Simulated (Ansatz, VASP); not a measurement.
# W3O in VASP and in Ansatz

File INCAR:

```
PREC = Accurate
ENCUT = 520
EDIFF = 1E-6
ISMEAR = 0
SIGMA = 0.15
LREAL = False
LASPH = True
NELM = 100
ALGO = Normal
ISIF = 2
LWAVE = False
LCHARG = False
GGA = PS
NBANDS = 58
```

Contents of KPOINTS:

```
Automatic mesh
0
Gamma
  8 8 8
```

POSCAR

```
W3O
1.0
    4.8313496810      0.0181175613      0.0000000000
    0.0181175613      4.8313496810      0.0000000000
    0.0000000000      0.0000000000      4.8313496810
W O
6 2
Direct
    0.5000000000      0.7500000000      0.0000000000
    0.0000000000      0.5000000000      0.7500000000
    0.2500000000      0.0000000000      0.5000000000
    0.5000000000      0.2500000000      0.0000000000
    0.0000000000      0.5000000000      0.2500000000
    0.7500000000      0.0000000000      0.5000000000
    0.5000000000      0.5000000000      0.5000000000
    0.0000000000      0.0000000000      0.0000000000
```

Input for Ansatz:

```yaml
crystal:
  lattice:
    - [4.831349681, 0.0181175613, 0.0]
    - [0.0181175613, 4.831349681, 0.0]
    - [0.0, 0.0, 4.831349681]
  atoms:
    - { symbol: W, position: [0.5, 0.75, 0.0] }
    - { symbol: W, position: [0.0, 0.5, 0.75] }
    - { symbol: W, position: [0.25, 0.0, 0.5] }
    - { symbol: W, position: [0.5, 0.25, 0.0] }
    - { symbol: W, position: [0.0, 0.5, 0.25] }
    - { symbol: W, position: [0.75, 0.0, 0.5] }
    - { symbol: O, position: [0.5, 0.5, 0.5] }
    - { symbol: O, position: [0.0, 0.0, 0.0] }
basis:
  ecutwfc: 420
kpoints:
  mp_grid: { grid: [8, 8, 8] }
hamiltonian:
  xc: pbesol
scf:
  occupations: { method: gaussian, width: 0.15 }
output:
  forces: true
  stress: true
  eigenvalues: true
```

Change from the starting cell: strain +0.0075 x Voigt [0, 0, 0, 0, 0, 1], atoms carried along.

Alike in both runs: task single point; functional PBEsol; k mesh 8 × 8 × 8; occupations gaussian, width 0.15 eV; no spin polarisation.

```csv
,VASP,Ansatz
version,VASP 6.6.1,Ansatz 0.2.0
potentials or method,"VASP PAW PBE potentials, release 64 (W_sv, O), cutoff 520 eV","scalar-relativistic, plane waves, PAW"
valence electrons in the cell,96,96
```

VASP gave:

```
gap on the k mesh at the Fermi level (eV)                     : none
pressure (GPa)                                                : 1.0
traceless stress, the component that is largest in VASP (GPa) : -0.09
rms of the force components (eV/Å)                            : 0.025
```

Question: Estimate Ansatz's values.

Answer: gap on the k mesh at the Fermi level (eV): none; pressure (GPa): 0.0; traceless stress, the component that is largest in VASP (GPa): -0.09; rms of the force components (eV/Å): 0.025.

VASP's potentials were made for PBE, not for PBEsol. Atom by atom the forces differ by 0.000 eV/Å (rms over components). A gap of «none» marks a metal or a gap that the smearing closes.

Spin-orbit coupling is off throughout.
